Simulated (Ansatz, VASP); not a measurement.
**Two plane-wave programs on ZnS**

```xyz
2
Lattice="0.0000 2.8018 2.8018 2.8018 0.0000 2.8018 2.8018 2.8018 0.0000" Properties=species:S:1:pos:R:3 pbc="T T T"
Zn    0.0000    0.0000    0.0000
S     1.4009    1.4009    1.4009
```

Change from the starting cell: hydrostatic strain +4.0%.

Alike in both runs: task single point; functional r2SCAN; k mesh 8 × 8 × 8; no spin polarisation.

```csv
,VASP,Ansatz
version,VASP 6.6.1,Ansatz 0.2.0
potentials or method,"VASP PAW PBE potentials, release 64 (Zn, S)","plane waves, PAW"
plane-wave cutoff (eV),520,500
occupations,"gaussian, width 0.01 eV",fixed
valence electrons in the cell,18,18
```

|  | VASP | Ansatz | Ansatz less VASP |
| --- | --- | --- | --- |
| gap on the k mesh at the Fermi level (eV) | 2.18 | 2.18 | -0.003 |
| pressure (GPa) | -7.1 | -7.1 | -0.01 |

VASP's potentials were made for PBE, not for r2SCAN.
